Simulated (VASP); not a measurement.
# SiNi (CsCl type) (Pm-3m) in VASP: a series of runs

SiNi (CsCl type) is run at these levels: PBE; tasks: single point.

Program: VASP 6.6.1. These are calculated values, not measurements. Logs are shortened: lines on timing, memory, paths and dates and some standing lists are left out, and cuts for length are marked.

### 1 The cell of the first run

It takes space group Pm-3m (No. 221, cubic). Conventional cell: a = 2.544 Å, b = 2.544 Å, c = 2.544 Å, α = 90.00°, β = 90.00°, γ = 90.00°. Ni (site symmetry m-3m) has 8 Si at 2.20 Å and 6 Ni at 2.54 Å within 2.9 Å. Si (site symmetry m-3m) has 8 Ni at 2.20 Å and 6 Si at 2.54 Å within 2.9 Å.

### 2 Single point, PBE (volume scaled by 0.72)

Contents of INCAR:

```
  PREC = Accurate
  ENCUT = 520
  EDIFF = 1E-6
  ISMEAR = -1
  SIGMA = 0.1
  LREAL = F
  LASPH = T
  NELM = 80
  ALGO = Normal
  ISIF = 2
  LWAVE = F
  LCHARG = F
  GGA = PE
  NBANDS = 14
```

Contents of KPOINTS:

```
Automatic mesh
0
Gamma
  15 15 15
```

Contents of POSCAR:

```
SiNi
1.0
    2.5442974088      0.0000000000      0.0000000000
    0.0000000000      2.5442974088      0.0000000000
    0.0000000000      0.0000000000      2.5442974088
Ni Si
1 1
Direct
    0.0000000000      0.0000000000      0.0000000000
    0.5000000000      0.5000000000      0.5000000000
```

Potentials or basis: VASP PAW PBE potentials, release 64 (Ni, Si).

Started as:

```
$ cat potpaw_PBE.64/Ni/POTCAR potpaw_PBE.64/Si/POTCAR > POTCAR
$ mpirun -np 1 vasp_std > vasp.out
```

OUTCAR:

```text
PREC = Accurate
   ENCUT = 520
   EDIFF = 1E-6
   ISMEAR = -1
   LREAL = F
   LASPH = T
   NELM = 80
   ISIF = 2
   GGA = PE

 ion  position               nearest neighbor table
   1  0.000  0.000  0.000-   2 2.20   2 2.20   2 2.20   2 2.20   2 2.20   2 2.20   2 2.20   2 2.20

   2  0.500  0.500  0.500-   1 2.20   1 2.20   1 2.20   1 2.20   1 2.20   1 2.20   1 2.20   1 2.20

  LATTYP: Found a simple cubic cell.
 ALAT       =     2.5442974088

  Lattice vectors:

 A1 = (   2.5442974088,   0.0000000000,   0.0000000000)
 A2 = (   0.0000000000,   2.5442974088,   0.0000000000)
 A3 = (   0.0000000000,   0.0000000000,   2.5442974088)

Analysis of symmetry for initial positions (statically):
=====================================================================
 Subroutine PRICEL returns:
 Original cell was already a primitive cell.

 Routine SETGRP: Setting up the symmetry group for a
 simple cubic supercell.

 Subroutine GETGRP returns: Found 48 space group operations
 (whereof 48 operations were pure point group operations)
 out of a pool of 48 trial point group operations.

The static configuration has the point symmetry O_h .

Analysis of symmetry for dynamics (positions and initial velocities):
=====================================================================
 Subroutine PRICEL returns:
 Original cell was already a primitive cell.

 Routine SETGRP: Setting up the symmetry group for a
 simple cubic supercell.

 Subroutine GETGRP returns: Found 48 space group operations
 (whereof 48 operations were pure point group operations)
 out of a pool of 48 trial point group operations.

The dynamic configuration has the point symmetry O_h .

 Subroutine INISYM returns: Found 48 space group operations
 (whereof 48 operations are pure point group operations),
 and found     1 'primitive' translations

----------------------------------------------------------------------------------------

                                     Primitive cell

  volume of cell :      16.4704

  direct lattice vectors                    reciprocal lattice vectors
     2.544297409  0.000000000  0.000000000     0.393035813  0.000000000  0.000000000
     0.000000000  2.544297409  0.000000000     0.000000000  0.393035813  0.000000000
     0.000000000  0.000000000  2.544297409     0.000000000  0.000000000  0.393035813

  length of vectors
     2.544297409  2.544297409  2.544297409     0.393035813  0.393035813  0.393035813

  position of ions in fractional coordinates (direct lattice)
     0.000000000  0.000000000  0.000000000
     0.500000000  0.500000000  0.500000000

  ion indices of the primitive-cell ions
   primitive index   ion index
                 1           1
                 2           2

----------------------------------------------------------------------------------------

 KPOINTS: Automatic mesh

Automatic generation of k-mesh.
 Grid dimensions read from file:
 generate k-points for:   15   15   15

 Generating k-lattice:

  Cartesian coordinates                     Fractional coordinates (reciprocal lattice)
     0.026202388  0.000000000  0.000000000     0.066666667  0.000000000  0.000000000
     0.000000000  0.026202388  0.000000000     0.000000000  0.066666667  0.000000000
     0.000000000  0.000000000  0.026202388     0.000000000  0.000000000  0.066666667

  Length of vectors
     0.026202388  0.026202388  0.026202388

  Shift w.r.t. Gamma in fractional coordinates (k-lattice)
     0.000000000  0.000000000  0.000000000

 Subroutine IBZKPT returns following result:
 ===========================================

 Found    120 irreducible k-points:

 Following reciprocal coordinates:
            Coordinates               Weight
  0.000000  0.000000  0.000000      1.000000
  0.066667  0.000000  0.000000      6.000000
  0.133333  0.000000  0.000000      6.000000
  0.200000  0.000000  0.000000      6.000000
  0.266667  0.000000  0.000000      6.000000
  0.333333  0.000000  0.000000      6.000000
[... 16 lines left out ...]
  0.266667  0.200000  0.000000     24.000000
  0.333333  0.200000  0.000000     24.000000
 [... further k-points ...]
   k-points           NKPTS =    120   k-points in BZ     NKDIM =    120   number of bands    NBANDS=     14
   number of dos      NEDOS =    301   number of ions     NIONS =      2
   total plane-waves  NPLWV =   8000
   dimension x,y,z NGX =    20 NGY =   20 NGZ =   20
   dimension x,y,z NGXF=    40 NGYF=   40 NGZF=   40
   ions per type =               1   1
   NGX,Y,Z   is equivalent  to a cutoff of  13.07, 13.07, 13.07 a.u.
   NGXF,Y,Z  is equivalent  to a cutoff of  26.14, 26.14, 26.14 a.u.
 SYSTEM =  unknown system
   PREC   = accura    normal or accurate (medium, high low for compatibility)
   ISTART =      0    job   : 0-new  1-cont  2-samecut
   ICHARG =      2    charge: 1-file 2-atom 10-const
   ISPIN  =      1    spin polarized calculation?
   LNONCOLLINEAR =      F non collinear calculations
   LSORBIT =      F    spin-orbit coupling
   LASPH  =      T    aspherical Exc in radial PAW
   ENCUT  =  520.0 eV  38.22 Ry    6.18 a.u.   4.73  4.73  4.73*2*pi/ulx,y,z
   NELM   =     80;   NELMIN=  2; NELMDL= -5     # of ELM steps
   EDIFF  = 0.1E-05   stopping-criterion for ELM
   LREAL  =      F    real-space projection
   EDIFFG = 0.1E-04   stopping-criterion for IOM
   NSW    =      0    number of steps for IOM
   IBRION =     -1    ionic relax: 0-MD 1-quasi-New 2-CG
   NFREE  =      0    steps in history (QN), initial steepest desc. (CG)
   ISIF   =      2    stress and relaxation
   ISYM   =      2    0-nonsym 1-usesym 2-fastsym
   POTIM  = 0.5000    time-step for ionic-motion
   TEBEG  =    0.0;   TEEND  =   0.0 temperature during run
   PSTRESS=    0.0 pullay stress
   NELECT =      14.0000    total number of electrons
   NUPDOWN=      -1.0000    fix difference up-down
   EMIN   =  10.00;   EMAX   =-10.00  energy-range for DOS
   EFERMI =   0.00;   METHOD = LEGACY
   ISMEAR =    -1;   SIGMA  =   0.10  broadening in eV -4-tet -1-fermi 0-gaus
   EFERMI_NEDOS =   21; number of points for ismear=-14 and -15
   IALGO  =     38    algorithm
   IMIX   =      4    mixing-type and parameters
     AMIX     =   0.40;   BMIX     =  1.00
     AMIX_MAG =   1.60;   BMIX_MAG =  1.00
  volume/ion in A,a.u.               =       8.24        55.57
  Fermi-wavevector in a.u.,A,eV,Ry     =   1.550778  2.930546 32.720820  2.404912
  Thomas-Fermi vector in A             =   2.655392
   LORBIT       =      0    0 simple, 1 ext, 2 COOP (PROOUT), +10 PAW based schemes
   GGA     = PE    functional components
   LHFCALC =     F    Hartree Fock is set to
   AEXX    =    0.0000 exact exchange contribution
   IVDW    =     0    specifies the selected vdW correction
   LEPSILON=     F    determine dielectric tensor
   LRPA    =     F    only Hartree local field effects (RPA)
 non-spin polarized calculation
  energy-cutoff  :      520.00
  volume of cell :       16.47
 maximum number of plane-waves:       461
 NGX is ok and might be reduce to    20
   NGX =  9   NGY =  9   NGZ =  9

 number of electron      14.0000005 magnetization

 Free energy of the ion-electron system (eV)
  ---------------------------------------------------
  ext. energy  EPLUGINS =         0.00000000
  ---------------------------------------------------
  free energy    TOTEN  =        -9.67042421 eV

  energy without entropy =       -9.66050631  energy(sigma->0) =       -9.66546526

 E-fermi :  18.5780     XC(G=0): -14.3114

 val. band max:       18.4928981986   @ k =   0.4667   0.4667   0.3333
 cond. band min:      18.6102555483   @ k =   0.4667   0.4000   0.4000
 fundamental gap:      0.1173573497
 Fermi energy:        18.5779746527

 k-point     1 :       0.0000    0.0000    0.0000
  band No.  band energies     occupation
      1       0.2979      2.00000
      2      11.2202      2.00000
      3      11.2202      2.00000
      4      14.3707      2.00000
      5      14.3707      2.00000
      6      14.3707      2.00000
      7      21.0780      0.00000
      8      21.0780      0.00000
      9      21.0780      0.00000
     10      25.0817      0.00000
     11      25.0817      0.00000
     12      34.1360      0.00000
     13      39.8363      0.00000
     14      39.8363      0.00000

 k-point     2 :       0.0667    0.0000    0.0000
  band No.  band energies     occupation
      1       0.4022      2.00000
      2      11.1880      2.00000
      3      11.2586      2.00000
      4      14.2876      2.00000
      5      14.2876      2.00000
      6      14.3790      2.00000
      7      20.2819      0.00000
      8      21.2457      0.00000
      9      21.2457      0.00000
     10      25.0336      0.00000
     11      25.8709      0.00000
     12      34.4239      0.00000
     13      38.8711      0.00000
     14      38.8711      0.00000

 k-point     3 :       0.1333    0.0000    0.0000
  band No.  band energies     occupation
      1       0.7132      2.00000
      2      11.0536      2.00000
      3      11.3693      2.00000
      4      14.0674      2.00000
      5      14.0674      2.00000
      6      14.4025      2.00000
      7      18.8310      0.14748
      8      21.7211      0.00000
      9      21.7211      0.00000
     10      24.8923      0.00000
     11      27.2989      0.00000
     12      35.3118      0.00000
     13      37.0705      0.00000
     14      37.0705      0.00000
[... 324 lines left out ...]
 k-point    23 :       0.2667    0.2000    0.0000
  band No.  band energies     occupation
      1       2.7899      2.00000
      2      10.4725      2.00000
      3      11.3563      2.00000
      4      12.9769      2.00000
      5      13.5604      2.00000
      6      13.9862      2.00000
      7      16.9150      2.00000
      8      19.5427      0.00013
      9      24.5039      0.00000
     10      25.8889      0.00000
     11      29.7824      0.00000
     12      33.1375      0.00000
     13      33.7294      0.00000
     14      36.0087      0.00000

 k-point    24 :       0.3333    0.2000    0.0000
  band No.  band energies     occupation
      1       3.6258      2.00000
      2       9.5189      2.00000
      3      11.6351      2.00000
      4      12.8442      2.00000
      5      13.3290      2.00000
      6      14.0254      2.00000
      7      16.2891      2.00000
      8      20.1488      0.00000
      9      25.2069      0.00000
     10      25.4645      0.00000
     11      29.0406      0.00000
     12      32.1231      0.00000
     13      34.3199      0.00000
     14      36.3053      0.00000

 [... further k-points ...]

------------------------ aborting loop because EDIFF is reached ----------------------------------------

  FORCE on cell =-STRESS in cart. coord.  units (eV):
  Direction    XX          YY          ZZ          XY          YZ          ZX
  --------------------------------------------------------------------------------------
  -------------------------------------------------------------------------------------
  Total       12.5755979     12.5755979     12.5755979     -0.0000000      0.0000000      0.0000000
  in kB     1223.3073827   1223.3073827   1223.3073827     -0.0000000      0.0000000      0.0000000
  external PRESSURE =    1223.3073827 kB  Pullay stress =       0.0000000 kB

 VOLUME and BASIS-vectors are now :
 -----------------------------------------------------------------------------
  energy-cutoff  :      520.00
  volume of cell :       16.47
      direct lattice vectors                 reciprocal lattice vectors
     2.544297409  0.000000000  0.000000000     0.393035813  0.000000000  0.000000000
     0.000000000  2.544297409  0.000000000     0.000000000  0.393035813  0.000000000
     0.000000000  0.000000000  2.544297409     0.000000000  0.000000000  0.393035813

 POSITION                                       TOTAL-FORCE (eV/Angst)
 -----------------------------------------------------------------------------------
      0.00000      0.00000      0.00000         0.000000      0.000000      0.000000
      1.27215      1.27215      1.27215         0.000000      0.000000      0.000000
 -----------------------------------------------------------------------------------
    total drift:                               -0.000000      0.000000      0.000000

  FREE ENERGIE OF THE ION-ELECTRON SYSTEM (eV)
  ---------------------------------------------------
  free  energy   TOTEN  =        -9.6704242108 eV

  energy  without entropy=       -9.6605063135  energy(sigma->0) =       -9.66546526
```

Run time: 9.8 s. Hardware: 1 thread of Intel Xeon 6975P-C (Granite Rapids), shared host; peak memory 0.14 GiB.

What came out:

```
Free energy            : -9.6704 eV
Pressure               : 122.3 GPa
Band gap on the k mesh : zero (band 7 reaches 21.08 eV, above the bottom of band 8 at 17.83 eV)
```

(Continued in part 2 of 2.)
